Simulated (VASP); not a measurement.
# Ga2O3 (P-62m) in VASP: a series of runs, part 2 of 2

VASP 6.6.1.

## (3) Relaxation of cell and atoms, PBE (atoms taken out)

Contents of INCAR:

```
PREC     = Accurate       # precision mode
ENCUT    = 600            # plane-wave cutoff, eV
EDIFF    = 1E-6           # SCF threshold, eV
ISMEAR   = 0              # smearing method
SIGMA    = 0.1            # smearing width, eV
LREAL    = False          # projectors in reciprocal space
LASPH    = True           # aspherical terms in the spheres
NELM     = 80             # most SCF steps
ALGO     = Normal         # electronic algorithm
ISIF     = 3              # what is computed and relaxed
LWAVE    = False          # write WAVECAR
LCHARG   = False          # write CHGCAR
GGA      = PE             # functional
IBRION   = 2              # ionic algorithm
NSW      = 90             # ionic steps
EDIFFG   = -0.04          # ionic threshold
```

Contents of KPOINTS:

```
regular mesh
0
Gamma
  6 6 6
```

Contents of POSCAR:

```
Ga2O3
1.0
    4.7542603500      0.0000000000      0.0000000000
   -2.3771301700      4.1173102400      0.0000000000
    0.0000000000      0.0000000000      2.6899760200
Ga O
2 3
Direct
    0.6666666700      0.3333333300      0.0000000000
    0.3333333300      0.6666666700      0.0000000000
    0.6666666700      0.6666666700      0.5000000000
    0.3333333300      0.0000000000      0.5000000000
    0.0000000000      0.3333333300      0.5000000000
```

Potentials or basis: VASP PAW PBE potentials, release 64 (Ga_d, O).

Launch:

```
> cat potpaw_PBE.64/Ga_d/POTCAR potpaw_PBE.64/O/POTCAR > POTCAR
> mpirun -np 1 vasp_std > vasp.out
```

OUTCAR:

```text
PREC = Accurate
   ENCUT = 600
   EDIFF = 1E-6
   ISMEAR = 0
   LREAL = False
   LASPH = True
   NELM = 80
   ISIF = 3
   GGA = PE
   IBRION = 2
   NSW = 90
   EDIFFG = -0.04

 ion  position               nearest neighbor table
   1  0.667  0.333  0.000-   5 2.08   5 2.08   4 2.08   4 2.08   3 2.08   3 2.08   2 2.74   2 2.74
                             2 2.74
   2  0.333  0.667  0.000-   4 2.08   4 2.08   5 2.08   5 2.08   3 2.08   3 2.08   1 2.74   1 2.74
                             1 2.74
   3  0.667  0.667  0.500-   1 2.08   1 2.08   2 2.08   2 2.08
   4  0.333  0.000  0.500-   2 2.08   2 2.08   1 2.08   1 2.08
   5  0.000  0.333  0.500-   1 2.08   1 2.08   2 2.08   2 2.08

  LATTYP: Found a hexagonal cell.
 ALAT       =     4.7542603500
 C/A-ratio  =     0.5658032632

  Lattice vectors:

 A1 = (   4.7542603500,   0.0000000000,   0.0000000000)
 A2 = (  -2.3771301700,   4.1173102400,   0.0000000000)
 A3 = (   0.0000000000,   0.0000000000,   2.6899760200)

Analysis of symmetry for initial positions (statically):
=====================================================================
 Subroutine PRICEL returns:
 Original cell was already a primitive cell.

 Routine SETGRP: Setting up the symmetry group for a
 hexagonal supercell.

 Subroutine GETGRP returns: Found 12 space group operations
 (whereof 12 operations were pure point group operations)
 out of a pool of 24 trial point group operations.

The static configuration has the point symmetry D_3h.

Analysis of symmetry for dynamics (positions and initial velocities):
=====================================================================
 Subroutine PRICEL returns:
 Original cell was already a primitive cell.

 Routine SETGRP: Setting up the symmetry group for a
 hexagonal supercell.

 Subroutine GETGRP returns: Found 12 space group operations
 (whereof 12 operations were pure point group operations)
 out of a pool of 24 trial point group operations.

The dynamic configuration has the point symmetry D_3h.

 Subroutine INISYM returns: Found 12 space group operations
 (whereof 12 operations are pure point group operations),
 and found     1 'primitive' translations

[... 141 lines left out ...]

 number of electron      43.9999997 magnetization

 Free energy of the ion-electron system (eV)
  ---------------------------------------------------
  ext. energy  EPLUGINS =         0.00000000
  ---------------------------------------------------
  free energy    TOTEN  =       -26.49283755 eV

  energy without entropy =      -26.49283755  energy(sigma->0) =      -26.49283755

------------------------ aborting loop because EDIFF is reached ----------------------------------------

  FORCE on cell =-STRESS in cart. coord.  units (eV):
  Direction    XX          YY          ZZ          XY          YZ          ZX
  --------------------------------------------------------------------------------------
  -------------------------------------------------------------------------------------
  Total        2.0433839      2.0433839     -2.9736054      0.0000000     -0.0000000     -0.0000000
  in kB       62.1749717     62.1749718    -90.4792427      0.0000001     -0.0000000     -0.0000000
  external PRESSURE =      11.2902336 kB  Pullay stress =       0.0000000 kB
[... 98 lines left out ...]
  FREE ENERGIE OF THE ION-ELECTRON SYSTEM (eV)
  ---------------------------------------------------
  free  energy   TOTEN  =       -26.9692516681 eV

  energy  without entropy=      -26.9692516681  energy(sigma->0) =      -26.96925167

 E-fermi :   2.8971     XC(G=0):  -9.9722

 val. band max:        2.4244252722   @ k =   0.0000   0.0000   0.5000
 cond. band min:       3.5039957294   @ k =   0.0000   0.0000   0.5000
 fundamental gap:      1.0795704572
 Fermi energy:         2.8970719003

 k-point     1 :       0.0000    0.0000    0.0000
  band No.  band energies     occupation
      1     -16.8102      2.00000
      2     -15.1909      2.00000
      3     -15.1909      2.00000
      4     -11.7967      2.00000
      5     -11.5819      2.00000
      6     -11.3676      2.00000
[... 685 lines left out ...]
     25       9.9539      0.00000
     26      10.3774      0.00000

 [... further k-points ...]

[... ionic steps 4 to 15 ...]

--------------------------------------- Ionic step       16  -------------------------------------------

 number of electron      44.0000000 magnetization

------------------------ aborting loop because EDIFF is reached ----------------------------------------
[... 73 lines left out ...]
--------------------------------------- Ionic step       18  -------------------------------------------

 number of electron      43.9999998 magnetization

 Free energy of the ion-electron system (eV)
  ---------------------------------------------------
  ext. energy  EPLUGINS =         0.00000000
  ---------------------------------------------------
  free energy    TOTEN  =       -27.77032057 eV

  energy without entropy =      -27.77032057  energy(sigma->0) =      -27.77032057

 E-fermi :   3.0559     XC(G=0): -10.0124

 val. band max:        2.5590491638   @ k =   0.0000   0.0000   0.5000
 cond. band min:       3.6143076069   @ k =   0.0000   0.0000   0.5000
 fundamental gap:      1.0552584431
 Fermi energy:         3.0558512016

 k-point     1 :       0.0000    0.0000    0.0000
  band No.  band energies     occupation
      1     -16.7895      2.00000
      2     -15.1199      2.00000
      3     -15.1199      2.00000
      4     -11.6934      2.00000
      5     -11.4670      2.00000
      6     -11.2647      2.00000
[... 719 lines left out ...]
  FREE ENERGIE OF THE ION-ELECTRON SYSTEM (eV)
  ---------------------------------------------------
  free  energy   TOTEN  =       -27.7703205689 eV

  energy  without entropy=      -27.7703205689  energy(sigma->0) =      -27.77032057

 reached required accuracy - stopping structural energy minimisation
```

CONTCAR:

```text
Ga2O3
   1.00000000000000
     5.2873180248899763    0.0000000006187206   -0.0000000000000000
    -2.6436590063485497    4.5789517280544798    0.0000000000000000
    -0.0000000000000000   -0.0000000000000000    2.6626442475383598
  Ga              O
     2     3
Direct
     0.6666666699999979    0.3333333300000021    0.0000000000000000
     0.3333333300000021    0.6666666699999979    0.0000000000000000
     0.5154046126656794    0.5154046126622933    0.5000000000000000
     0.4845953873398539    0.9999999999910808    0.5000000000000000
     0.9999999999944668    0.4845953873466261    0.5000000000000000

  0.00000000E+00  0.00000000E+00  0.00000000E+00
  0.00000000E+00  0.00000000E+00  0.00000000E+00
  0.00000000E+00  0.00000000E+00  0.00000000E+00
  0.00000000E+00  0.00000000E+00  0.00000000E+00
  0.00000000E+00  0.00000000E+00  0.00000000E+00
```

It took 8.4 min on 1 thread of Intel Xeon Platinum 8488C (Sapphire Rapids), shared host; peak memory 0.21 GiB.

What came out:

```yaml
Free_energy: -27.7703 eV
Relaxed_volume: 12.89 Å³/atom
Relaxed_cell: a = 5.287 Å, b = 5.287 Å, c = 2.663 Å, α = 90.00°, β = 90.00°, γ = 120.00°
Space_group_after_relaxing_to_0.1_Å: P-62m (No. 189)
Energy_gained_by_relaxing: 255.5 meV/atom
Ionic_steps: 18
Pressure_after_relaxing: 0.1 GPa
Largest_force_after_relaxing: 0.018 eV/Å
Band_gap_on_the_k_mesh: 1.06 eV
```

Forces on the atoms (eV/Å):
```
Ga   0.000  0.000  0.000
Ga   0.000  0.000  0.000
O   -0.009 -0.015  0.000
O    0.018  0.000  0.000
O   -0.009  0.015  0.000
```

Stress tensor (GPa, compression positive):
```
 0.37  0.00  0.00
 0.00  0.37  0.00
 0.00  0.00 -0.30
```

The path:
```
step  energy change (eV)  largest force (eV/Å)  pressure (GPa)  volume (Å³)
   1              0.0000                1.5771            1.13        52.66
   2             -0.3812                1.1569            5.18        53.18
   3             -0.4764                0.8858            9.66        53.55
   4             -0.7030                0.7940            5.30        55.59
   5             -1.0209                0.6158           -4.67        61.77
   6             -1.0297                0.5964           -6.04        62.81
   7             -1.1355                0.3802           -3.16        62.52
   8             -1.2278                0.0504            3.27        61.85
   9             -1.2586                0.0708            0.32        63.55
  10             -1.2639                0.0774           -0.91        64.44
  11             -1.2639                0.0770           -1.55        64.76
  12             -1.2640                0.0768           -1.42        64.64
  13             -1.2701                0.0556           -1.20        64.91
  14             -1.2706                0.0480           -1.12        65.02
  15             -1.2769                0.0188            0.56        64.30
  16             -1.2769                0.0178            0.57        64.30
  17             -1.2773                0.0158           -0.13        64.55
  18             -1.2775                0.0176            0.14        64.46
```

Final structure:
```
Ga O
1.0
     5.28732    0.00000    0.00000
    -2.64366    4.57895    0.00000
     0.00000    0.00000    2.66264
Ga O
2 3
Direct
  0.66667 0.33333 0.00000
  0.33333 0.66667 0.00000
  0.51540 0.51540 0.50000
  0.48460 0.00000 0.50000
  0.00000 0.48460 0.50000
```

Levels at points of the mesh, in eV from the valence-band top:
```csv
k point,band 19,band 20,band 21,band 22,band 23,band 24,band 25,band 26
"(0.00, 0.00, 0.00)",-1.13,-0.75,-0.75,-0.54,1.09,6.49,7.38,7.38
"(0.50, 0.00, 0.00)",-1.73,-1.26,-0.78,-0.75,3.39,5.23,7.52,7.80
"(0.00, 0.00, 0.50)",-2.31,-0.60,-0.60,0.00,1.06,6.81,6.81,7.14
"(0.50, 0.00, 0.50)",-1.80,-1.49,-1.24,-0.31,3.15,5.48,7.29,9.18
```

Caveat: the cell differs from its parent crystal (atoms taken out); the volume moved by over 15 % at a fixed basis, so the end points are rough. A k mesh can miss the band edges.
